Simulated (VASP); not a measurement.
**V: single point with LDA**

The system is V.

```
CELL_PARAMETERS angstrom
-1.48291 1.48291 1.48291
1.48291 -1.48291 1.48291
1.48291 1.48291 -1.48291
ATOMIC_POSITIONS crystal
V 0.00000 0.00000 0.00000
```

This cell differs from its parent crystal: volume scaled by 1.04.

```
Program             : VASP 6.6.1
Task                : single point
Functional          : LDA
Potentials or basis : VASP PAW LDA potentials, release 64 (V_sv)
Cutoff              : 520 eV
k mesh              : 25 × 25 × 25
Occupations         : fermi-dirac, width 0.1 eV
Spin                : no spin polarisation
```

```
Pressure : -7.2 GPa
```

Levels at points of the mesh, in eV from the Fermi level:
| k point | band 5 | band 6 | band 7 | band 8 | band 9 | band 10 |
| --- | --- | --- | --- | --- | --- | --- |
| (0.00, 0.00, 0.00) | -6.60 | 0.38 | 0.38 | 0.38 | 2.45 | 2.45 |

Wall time 28 s on 1 thread of AMD EPYC 9R45 96-Core Processor (Zen 5), on a shared host, peak memory 0.14 GiB.
